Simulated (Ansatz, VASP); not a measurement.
One calculation of CdS, two programs

Contents of INCAR:

```
SYSTEM = CdS
PREC = Accurate ; ENCUT = 520
EDIFF = 1E-7 ; ISMEAR = 0
SIGMA = 0.02 ; LREAL = .FALSE.
LASPH = .TRUE. ; NELM = 100
ALGO = Normal ; ISIF = 2
LWAVE = .FALSE. ; LCHARG = .TRUE.
GGA = PE ; LELF = .TRUE.
LVHAR = .TRUE. ; NBANDS = 16
```

KPOINTS

```
regular mesh
0
G
  8 8 8
  0 0 0
```

POSCAR

```
CdS
1.0
    0.0000000000      2.9925520270      2.9925520270
    2.9925520270      0.0000000000      2.9925520270
    2.9925520270      2.9925520270      0.0000000000
Cd S
1 1
Direct
    0.0000000000      0.0000000000      0.0000000000
    0.2500000000      0.2500000000      0.2500000000
```

Input for Ansatz:

```yaml
crystal:
  lattice:
    - [0.0, 2.992552027, 2.992552027]
    - [2.992552027, 0.0, 2.992552027]
    - [2.992552027, 2.992552027, 0.0]
  atoms:
    - { symbol: Cd, position: [0.0, 0.0, 0.0] }
    - { symbol: S, position: [0.25, 0.25, 0.25] }
basis:
  ecutwfc: 420
kpoints:
  mp_grid: { grid: [8, 8, 8] }
hamiltonian:
  xc: pbe
scf:
  occupations: { method: gaussian, width: 0.02 }
output:
  forces: true
  stress: true
  eigenvalues: true
  write_density: true
  write_potential: true
  elf: true
  volumetric_format: npy
```

Alike in both runs: task single point; functional PBE; k mesh 8 × 8 × 8; occupations gaussian, width 0.02 eV; no spin polarisation.

|  | VASP | Ansatz |
| --- | --- | --- |
| version | VASP 6.6.1 | Ansatz 0.2.0 |
| potentials or method | VASP PAW PBE potentials, release 64 (Cd, S), cutoff 520 eV | scalar-relativistic, plane waves, PAW |
| valence electrons in the cell | 18 | 26 |

```tsv
	VASP	Ansatz	Ansatz less VASP
gap on the k mesh at the Fermi level (eV)	0.98	0.98	-0.001
least direct gap on the mesh (eV)	0.98	0.98	-0.001
pressure (GPa)	-1.2	-1.5	-0.26
```

VASP's potentials hold 18 valence electrons a cell and Ansatz's 26, so a difference there can come from the potentials and not from the codes.
